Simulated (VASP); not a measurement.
# Cu (Pm-3m) in VASP: further runs

The runs below take Cu through single point, relaxation of cell and atoms, with PBEsol.

Program: VASP 6.6.1. These are calculated values, not measurements. Logs are shortened: lines on timing, memory, paths and dates and some standing lists are left out, and cuts for length are marked.

## 1. The cell of the first run

Symmetry: Pm-3m, No. 221, cubic system. Conventional cell: a = 2.165 Å, b = 2.165 Å, c = 2.165 Å, α = 90.00°, β = 90.00°, γ = 90.00°. Within 2.9 Å of Cu (site symmetry m-3m) lie 6 Cu at 2.17 Å.

## 2. Single point, PBEsol

Contents of INCAR:

```
SYSTEM = Cu
PREC = Accurate
ENCUT = 520
EDIFF = 1E-6
ISMEAR = 1
SIGMA = 0.05
LREAL = .FALSE.
LASPH = .TRUE.
NELM = 100
ALGO = Normal
ISIF = 2
LWAVE = .FALSE.
LCHARG = .FALSE.
GGA = PS
NBANDS = 12
```

Contents of KPOINTS:

```
Automatic mesh
0
G
  10 10 10
  0 0 0
```

Contents of POSCAR:

```
Cu
1.0
    2.1653731754      0.0000000000      0.0000000000
    0.0000000000      2.1653731754      0.0000000000
    0.0000000000      0.0000000000      2.1653731754
Cu
1
Direct
    0.0000000000      0.0000000000      0.0000000000
```

Potentials or basis: VASP PAW PBE potentials, release 64 (Cu).

On the command line:

```bash
> cat potpaw_PBE.64/Cu/POTCAR > POTCAR
> mpirun -np 1 vasp_std > vasp.out
```

OUTCAR:

```text
SYSTEM = Cu
   PREC = Accurate
   ENCUT = 520
   EDIFF = 1E-6
   ISMEAR = 1
   LREAL = .FALSE.
   LASPH = .TRUE.
   NELM = 100
   ISIF = 2
   GGA = PS

 ion  position               nearest neighbor table
   1  0.000  0.000  0.000-

  LATTYP: Found a simple cubic cell.
 ALAT       =     2.1653731754

  Lattice vectors:

 A1 = (   2.1653731754,   0.0000000000,   0.0000000000)
 A2 = (   0.0000000000,   2.1653731754,   0.0000000000)
 A3 = (   0.0000000000,   0.0000000000,   2.1653731754)

Analysis of symmetry for initial positions (statically):
=====================================================================
 Subroutine PRICEL returns:
 Original cell was already a primitive cell.

 Routine SETGRP: Setting up the symmetry group for a
 simple cubic supercell.

 Subroutine GETGRP returns: Found 48 space group operations
 (whereof 48 operations were pure point group operations)
 out of a pool of 48 trial point group operations.

The static configuration has the point symmetry O_h .

Analysis of symmetry for dynamics (positions and initial velocities):
=====================================================================
 Subroutine PRICEL returns:
 Original cell was already a primitive cell.

 Routine SETGRP: Setting up the symmetry group for a
 simple cubic supercell.

 Subroutine GETGRP returns: Found 48 space group operations
 (whereof 48 operations were pure point group operations)
 out of a pool of 48 trial point group operations.

The dynamic configuration has the point symmetry O_h .

 Subroutine INISYM returns: Found 48 space group operations
 (whereof 48 operations are pure point group operations),
 and found     1 'primitive' translations

----------------------------------------------------------------------------------------

                                     Primitive cell

  volume of cell :      10.1531

  direct lattice vectors                    reciprocal lattice vectors
     2.165373175  0.000000000  0.000000000     0.461814163  0.000000000  0.000000000
     0.000000000  2.165373175  0.000000000     0.000000000  0.461814163  0.000000000
     0.000000000  0.000000000  2.165373175     0.000000000  0.000000000  0.461814163

  length of vectors
     2.165373175  2.165373175  2.165373175     0.461814163  0.461814163  0.461814163

  position of ions in fractional coordinates (direct lattice)
     0.000000000  0.000000000  0.000000000

  ion indices of the primitive-cell ions
   primitive index   ion index
                 1           1

----------------------------------------------------------------------------------------

 KPOINTS: Automatic mesh

Automatic generation of k-mesh.
 Grid dimensions read from file:
 generate k-points for:   10   10   10

 Generating k-lattice:

  Cartesian coordinates                     Fractional coordinates (reciprocal lattice)
     0.046181416  0.000000000  0.000000000     0.100000000  0.000000000  0.000000000
     0.000000000  0.046181416  0.000000000     0.000000000  0.100000000  0.000000000
     0.000000000  0.000000000  0.046181416     0.000000000  0.000000000  0.100000000

  Length of vectors
     0.046181416  0.046181416  0.046181416

  Shift w.r.t. Gamma in fractional coordinates (k-lattice)
     0.000000000  0.000000000  0.000000000

 Subroutine IBZKPT returns following result:
 ===========================================

 Found     56 irreducible k-points:

 Following reciprocal coordinates:
            Coordinates               Weight
  0.000000  0.000000  0.000000      1.000000
  0.100000  0.000000  0.000000      6.000000
  0.200000  0.000000  0.000000      6.000000
  0.300000  0.000000  0.000000      6.000000
  0.400000  0.000000  0.000000      6.000000
  0.500000  0.000000  0.000000      3.000000
[... 16 lines left out ...]
  0.200000  0.100000  0.100000     24.000000
  0.300000  0.100000  0.100000     24.000000
 [... further k-points ...]
   k-points           NKPTS =     56   k-points in BZ     NKDIM =     56   number of bands    NBANDS=     12
   number of dos      NEDOS =    301   number of ions     NIONS =      1
   total plane-waves  NPLWV =   4096
   dimension x,y,z NGX =    16 NGY =   16 NGZ =   16
   dimension x,y,z NGXF=    32 NGYF=   32 NGZF=   32
   ions per type =               1
   NGX,Y,Z   is equivalent  to a cutoff of  12.28, 12.28, 12.28 a.u.
   NGXF,Y,Z  is equivalent  to a cutoff of  24.57, 24.57, 24.57 a.u.
 SYSTEM =  Cu
   PREC   = accura    normal or accurate (medium, high low for compatibility)
   ISTART =      0    job   : 0-new  1-cont  2-samecut
   ICHARG =      2    charge: 1-file 2-atom 10-const
   ISPIN  =      1    spin polarized calculation?
   LNONCOLLINEAR =      F non collinear calculations
   LSORBIT =      F    spin-orbit coupling
   LASPH  =      T    aspherical Exc in radial PAW
   ENCUT  =  520.0 eV  38.22 Ry    6.18 a.u.   4.03  4.03  4.03*2*pi/ulx,y,z
   NELM   =    100;   NELMIN=  2; NELMDL= -5     # of ELM steps
[... 17 lines left out ...]
   IALGO  =     38    algorithm
   IMIX   =      4    mixing-type and parameters
     AMIX     =   0.40;   BMIX     =  1.00
     AMIX_MAG =   1.60;   BMIX_MAG =  1.00
  volume/ion in A,a.u.               =      10.15        68.52
  Fermi-wavevector in a.u.,A,eV,Ry     =   1.681407  3.177399 38.465454  2.827131
  Thomas-Fermi vector in A             =   2.764970
   LORBIT       =      0    0 simple, 1 ext, 2 COOP (PROOUT), +10 PAW based schemes
   GGA     = PS    functional components
   LHFCALC =     F    Hartree Fock is set to
   AEXX    =    0.0000 exact exchange contribution
   IVDW    =     0    specifies the selected vdW correction
   LEPSILON=     F    determine dielectric tensor
   LRPA    =     F    only Hartree local field effects (RPA)
 non-spin polarized calculation
 Methfessel and Paxton  Order N= 1 SIGMA  =   0.05
  energy-cutoff  :      520.00
  volume of cell :       10.15
 maximum number of plane-waves:       292
   NGX =  9   NGY =  9   NGZ =  9

 number of electron      10.9999983 magnetization

 Free energy of the ion-electron system (eV)
  ---------------------------------------------------
  ext. energy  EPLUGINS =         0.00000000
  ---------------------------------------------------
  free energy    TOTEN  =        -3.34049531 eV

  energy without entropy =       -3.34015680  energy(sigma->0) =       -3.34038248

 E-fermi :   9.3563     XC(G=0): -13.7254

 val. band max:        8.9294854639   @ k =   0.3000   0.3000   0.2000
 cond. band min:       9.3563395951   @ k =   0.4000   0.3000   0.0000
 fundamental gap:      0.4268541312
 Fermi energy:         9.3563395950

 k-point     1 :       0.0000    0.0000    0.0000
  band No.  band energies     occupation
      1      -1.0641      2.00000
      2       3.8968      2.00000
      3       3.8968      2.00000
      4       7.8787      2.00000
      5       7.8787      2.00000
      6       7.8787      2.00000
      7      30.4664      0.00000
      8      30.4664      0.00000
      9      30.4664      0.00000
     10      34.5170      0.00000
     11      34.5170      0.00000
     12      40.0010      0.00000

 k-point     2 :       0.1000    0.0000    0.0000
  band No.  band energies     occupation
      1      -0.7239      2.00000
      2       3.9450      2.00000
      3       4.0562      2.00000
      4       7.7476      2.00000
      5       7.7476      2.00000
      6       7.8892      2.00000
      7      26.8978      0.00000
      8      30.9281      0.00000
      9      30.9281      0.00000
     10      34.5786      0.00000
     11      36.7223      0.00000
     12      41.9593      0.00000

 k-point     3 :       0.2000    0.0000    0.0000
  band No.  band energies     occupation
      1       0.2478      2.00000
      2       4.0730      2.00000
      3       4.5061      2.00000
      4       7.4160      2.00000
      5       7.4160      2.00000
      6       7.9169      2.00000
      7      22.1080      0.00000
      8      32.2530      0.00000
      9      32.2530      0.00000
     10      34.7637      0.00000
     11      37.7371      0.00000
     12      47.4600      0.00000
[... 286 lines left out ...]
 k-point    23 :       0.2000    0.1000    0.1000
  band No.  band energies     occupation
      1       0.8829      2.00000
      2       4.3401      2.00000
      3       4.6683      2.00000
      4       7.2774      2.00000
      5       7.3335      2.00000
      6       7.6654      2.00000
      7      22.7078      0.00000
      8      28.2581      0.00000
      9      29.2824      0.00000
     10      39.5470      0.00000
     11      41.6531      0.00000
     12      45.2922      0.00000

 k-point    24 :       0.3000    0.1000    0.1000
  band No.  band energies     occupation
      1       2.2272      2.00000
      2       4.5067      2.00000
      3       5.2399      2.00000
      4       6.8505      2.00000
      5       7.1908      2.00000
      6       7.7107      2.00000
      7      18.3306      0.00000
      8      29.8180      0.00000
      9      30.8373      0.00000
     10      39.3618      0.00000
     11      41.4967      0.00000
     12      42.8466      0.00000

 [... further k-points ...]

------------------------ aborting loop because EDIFF is reached ----------------------------------------

  FORCE on cell =-STRESS in cart. coord.  units (eV):
  Direction    XX          YY          ZZ          XY          YZ          ZX
  --------------------------------------------------------------------------------------
  -------------------------------------------------------------------------------------
  Total        3.8468047      3.8468047      3.8468047     -0.0000000     -0.0000000     -0.0000000
  in kB      607.0332299    607.0332299    607.0332299     -0.0000000     -0.0000000     -0.0000000
  external PRESSURE =     607.0332299 kB  Pullay stress =       0.0000000 kB

 VOLUME and BASIS-vectors are now :
 -----------------------------------------------------------------------------
  energy-cutoff  :      520.00
  volume of cell :       10.15
      direct lattice vectors                 reciprocal lattice vectors
     2.165373175  0.000000000  0.000000000     0.461814163  0.000000000  0.000000000
     0.000000000  2.165373175  0.000000000     0.000000000  0.461814163  0.000000000
     0.000000000  0.000000000  2.165373175     0.000000000  0.000000000  0.461814163

 POSITION                                       TOTAL-FORCE (eV/Angst)
 -----------------------------------------------------------------------------------
      0.00000      0.00000      0.00000         0.000000      0.000000      0.000000
 -----------------------------------------------------------------------------------
    total drift:                                0.000000     -0.000000      0.000000

  FREE ENERGIE OF THE ION-ELECTRON SYSTEM (eV)
  ---------------------------------------------------
  free  energy   TOTEN  =        -3.3404953134 eV

  energy  without entropy=       -3.3401567997  energy(sigma->0) =       -3.34038248
```

Wall time 1.8 s (1 thread of Intel Xeon 6975P-C (Granite Rapids), shared host); peak memory 0.11 GiB.

What came out:

| Item | Value |
| --- | --- |
| Free energy | -3.3405 eV |
| Pressure | 60.7 GPa |

Levels at points of the mesh, in eV from the Fermi level:
```csv
k point,band 3,band 4,band 5,band 6,band 7,band 8
"(0.00, 0.00, 0.00)",-5.46,-1.48,-1.48,-1.48,21.11,21.11
"(0.50, 0.00, 0.00)",-2.74,-2.74,-2.58,-1.37,3.26,26.20
"(0.50, 0.50, 0.00)",-2.48,-2.48,-0.63,4.76,4.76,11.54
"(0.50, 0.50, 0.50)",-5.05,-0.56,-0.56,12.56,12.56,12.56
```

Caveat: the PAW data sets were made with another functional, which shifts forces and pressure a little.

## 3. Single point, PBEsol

This run uses another cell than the first one, of 11.65 Å³/atom, 1.147 times its volume.

Contents of INCAR:

```
PREC     = Accurate       # precision mode
ENCUT    = 520            # plane-wave cutoff, eV
EDIFF    = 1E-6           # SCF threshold, eV
ISMEAR   = 1              # smearing method
SIGMA    = 0.05           # smearing width, eV
LREAL    = False          # projectors in reciprocal space
LASPH    = True           # aspherical terms in the spheres
NELM     = 100            # most SCF steps
ALGO     = Normal         # electronic algorithm
ISIF     = 2              # what is computed and relaxed
LWAVE    = False          # write WAVECAR
LCHARG   = True           # write CHGCAR
GGA      = PS             # functional
LELF     = True           # ELF
LVHAR    = True         
NBANDS   = 12             # bands
```

Contents of KPOINTS:

```
Automatic mesh
0
Gamma
  10 10 10
```

Contents of POSCAR:

```
Cu
1.0
    2.2666461357      0.0000000000      0.0000000000
    0.0000000000      2.2666461357      0.0000000000
    0.0000000000      0.0000000000      2.2666461357
Cu
1
Direct
    0.0000000000      0.0000000000      0.0000000000
```

Potentials or basis: VASP PAW PBE potentials, release 64 (Cu).

On the command line:

```bash
> cat potpaw_PBE.64/Cu/POTCAR > POTCAR
> mpirun -np 1 vasp_std > vasp.out
```

Run time: 3.1 s. Hardware: 1 thread of Intel Xeon 6975P-C (Granite Rapids), shared host; peak memory 0.11 GiB.

Results (log left out):

```
Free energy : -3.6977 eV
Pressure    : 20.6 GPa
```

Levels at points of the mesh, in eV from the Fermi level:
```csv
k point,band 1,band 2,band 3,band 4,band 5,band 6,band 7,band 8,band 9,band 10
"(0.00, 0.00, 0.00)",-9.33,-4.67,-4.67,-1.41,-1.41,-1.41,19.46,19.46,19.46,23.19
"(0.50, 0.00, 0.00)",-5.04,-4.24,-2.42,-2.42,-2.01,-1.32,2.62,24.95,27.06,27.06
"(0.50, 0.50, 0.00)",-5.20,-3.91,-2.22,-2.22,-0.72,4.50,4.50,10.60,10.78,31.80
"(0.50, 0.50, 0.50)",-4.28,-4.28,-4.28,-0.67,-0.67,11.31,11.31,11.31,13.80,16.80
```

Caveat: the PAW data sets were made with another functional, which shifts forces and pressure a little.

## 4. Single point, PBEsol

This run uses another cell than the first one, of 10.77 Å³/atom, 1.061 times its volume.

Contents of INCAR:

```
SYSTEM = Cu
PREC     = Accurate       ! precision mode
ENCUT    = 520            ! plane-wave cutoff, eV
EDIFF    = 1E-6           ! SCF threshold, eV
ISMEAR   = 1              ! smearing method
SIGMA    = 0.05           ! smearing width, eV
LREAL    = .False.        ! projectors in reciprocal space
LASPH    = .True.         ! aspherical terms in the spheres
NELM     = 100            ! most SCF steps
ALGO     = Normal         ! electronic algorithm
ISIF     = 2              ! what is computed and relaxed
LWAVE    = .False.        ! write WAVECAR
LCHARG   = .True.         ! write CHGCAR
GGA      = PS             ! functional
LELF     = .True.         ! ELF
LVHAR    = .True.       
NBANDS   = 12             ! bands
```

Contents of KPOINTS:

```
regular mesh
0
Gamma
  10 10 10
  0 0 0
```

Contents of POSCAR:

```
Cu
1.0
    2.2083991984      0.0000000000      0.0000000000
    0.0000000000      2.2083991984      0.0000000000
    0.0000000000      0.0000000000      2.2083991984
Cu
1
Direct
    0.0000000000      0.0000000000      0.0000000000
```

On the command line:

```bash
> cat potpaw_PBE.64/Cu/POTCAR > POTCAR
> mpirun -np 1 vasp_std > vasp.out
```

It took 1.9 s on 1 thread of Intel Xeon 6975P-C (Granite Rapids), shared host; peak memory 0.11 GiB.

The run converged. Its results:

```
Free energy : -3.5341 eV
Pressure    : 40.7 GPa
```

Levels at points of the mesh, in eV from the Fermi level:
| k point | band 3 | band 4 | band 5 | band 6 | band 7 | band 8 |
| --- | --- | --- | --- | --- | --- | --- |
| (0.00, 0.00, 0.00) | -5.10 | -1.45 | -1.45 | -1.45 | 20.39 | 20.39 |
| (0.50, 0.00, 0.00) | -2.60 | -2.60 | -2.33 | -1.35 | 2.97 | 25.67 |
| (0.50, 0.50, 0.00) | -2.36 | -2.36 | -0.67 | 4.64 | 4.64 | 11.20 |
| (0.50, 0.50, 0.50) | -4.70 | -0.61 | -0.61 | 12.00 | 12.00 | 12.00 |

Caveat: the PAW data sets were made with another functional, which shifts forces and pressure a little.

## 5. Single point, PBEsol

This run uses another cell than the first one, of 13.11 Å³/atom, 1.292 times its volume.

Contents of INCAR:

```
PREC = Accurate ; ENCUT = 520
EDIFF = 1E-6 ; ISMEAR = 1
SIGMA = 0.05 ; LREAL = F
LASPH = T ; NELM = 100
ALGO = Normal ; ISIF = 2
LWAVE = F ; LCHARG = F
GGA = PS ; NBANDS = 12
```

Contents of KPOINTS:

```
Automatic mesh
0
Gamma
  10 10 10
```

Contents of POSCAR:

```
Cu
1.0
    2.3581718639      0.0000000000      0.0000000000
    0.0000000000      2.3581718639      0.0000000000
    0.0000000000      0.0000000000      2.3581718639
Cu
1
Direct
    0.0000000000      0.0000000000      0.0000000000
```

On the command line:

```bash
> cat potpaw_PBE.64/Cu/POTCAR > POTCAR
> mpirun -np 1 vasp_std > vasp.out
```

Wall time 3.1 s (1 thread of Intel Xeon 6975P-C (Granite Rapids), shared host); peak memory 0.12 GiB.

Results (log left out):

| Property | Result |
| --- | --- |
| Free energy | -3.7849 eV |
| Pressure | 0.7 GPa |

Levels at points of the mesh, in eV from the Fermi level:
```
           k point  band 3  band 4  band 5  band 6  band 7  band 8
(0.00, 0.00, 0.00)   -4.09   -1.36   -1.36   -1.36   18.11   18.11
(0.50, 0.00, 0.00)   -2.20   -2.20   -1.57   -1.28    2.14   23.84
(0.50, 0.50, 0.00)   -2.03   -2.03   -0.79    4.29    4.29    9.22
(0.50, 0.50, 0.50)   -3.74   -0.74   -0.74   10.36   10.36   10.36
```

Caveat: the PAW data sets were made with another functional, which shifts forces and pressure a little.

## 6. Relaxation of cell and atoms, PBEsol

This run uses another cell than the first one, of 12.98 Å³/atom, 1.278 times its volume.

Contents of INCAR:

```
ALGO = Normal
EDIFF = 1E-7
EDIFFG = -0.02
ENCUT = 600
GGA = PS
IBRION = 2
ISIF = 3
ISMEAR = 1
LASPH = True
LCHARG = False
LREAL = False
LWAVE = False
NELM = 80
NSW = 80
PREC = Accurate
SIGMA = 0.05
```

Contents of KPOINTS:

```
k-points
0
Gamma
  10 10 10
```

Contents of POSCAR:

```
Cu
1.0
    2.3500000000      0.0000000000      0.0000000000
    0.0000000000      2.3500000000      0.0000000000
    0.0000000000      0.0000000000      2.3500000000
Cu
1
Direct
    0.0000000000      0.0000000000      0.0000000000
```

Potentials or basis: VASP PAW PBE potentials, release 64 (Cu).

On the command line:

```bash
> cat potpaw_PBE.64/Cu/POTCAR > POTCAR
> mpirun -np 1 vasp_std > vasp.out
```

Wall time 6.8 s (1 thread of Intel Xeon 6975P-C (Granite Rapids), shared host); peak memory 0.12 GiB.

It converged, with:

- Free energy: -3.7850 eV
- Relaxed volume: 13.17 Å³/atom
- Relaxed cell: a = 2.362 Å, b = 2.362 Å, c = 2.362 Å, α = 90.00°, β = 90.00°, γ = 90.00°
- Space group after relaxing (to 0.05 Å): Pm-3m (No. 221)
- Energy gained by relaxing: 1.1 meV/atom
- Ionic steps: 3
- Pressure after relaxing: 0.0 GPa

Step by step:
```tsv
step	energy change (eV)	largest force (eV/Å)	pressure (GPa)	volume (Å³)
1	0.0000	0.0000	1.91	12.98
2	-0.0009	0.0000	-0.87	13.27
3	-0.0011	0.0000	0.01	13.17
```

Final structure:
```xyz
1
Lattice="2.3617 0.0000 0.0000 0.0000 2.3617 0.0000 0.0000 0.0000 2.3617" Properties=species:S:1:pos:R:3 pbc="T T T"
Cu    0.0000    0.0000    0.0000
```

Levels at points of the mesh, in eV from the Fermi level:
```
           k point  band 1  band 2  band 3  band 4  band 5  band 6  band 7  band 8  band 9
(0.00, 0.00, 0.00)   -8.45   -4.07   -4.07   -1.36   -1.36   -1.36   18.06   18.06   18.06
(0.50, 0.00, 0.00)   -4.50   -3.72   -2.19   -2.19   -1.56   -1.28    2.12   23.80   24.80
(0.50, 0.50, 0.00)   -4.47   -3.47   -2.03   -2.03   -0.79    4.29    4.29    9.17   10.15
(0.50, 0.50, 0.50)   -3.72   -3.72   -3.72   -0.74   -0.74   10.33   10.33   10.33   13.45
```

Caveat: the PAW data sets were made with another functional, which shifts forces and pressure a little.

## 7. Overview

| task | cell | cutoff (eV) | gap on the mesh (eV) | pressure (GPa) |
| --- | --- | --- | --- | --- |
| single point | a = 2.165 Å, 1 atom | 520 | none | 60.7 |
| single point | a = 2.267 Å, 1 atom | 520 | none | 20.6 |
| single point | a = 2.208 Å, 1 atom | 520 | none | 40.7 |
| single point | a = 2.358 Å, 1 atom | 520 | none | 0.7 |
| relaxation of cell and atoms | relaxed from a = 2.350 Å, 1 atom | 600 | none | 0.0 |

Alike in all rows: level PBEsol; potentials or basis VASP PAW PBE potentials, release 64 (Cu); no spin polarisation; k mesh 10 × 10 × 10; smearing methfessel-paxton 0.05 eV.

Caveats: the PAW data sets were made with another functional, which shifts forces and pressure a little.

Total energies depend on the potentials used, so only differences within one code and one set of settings carry meaning.
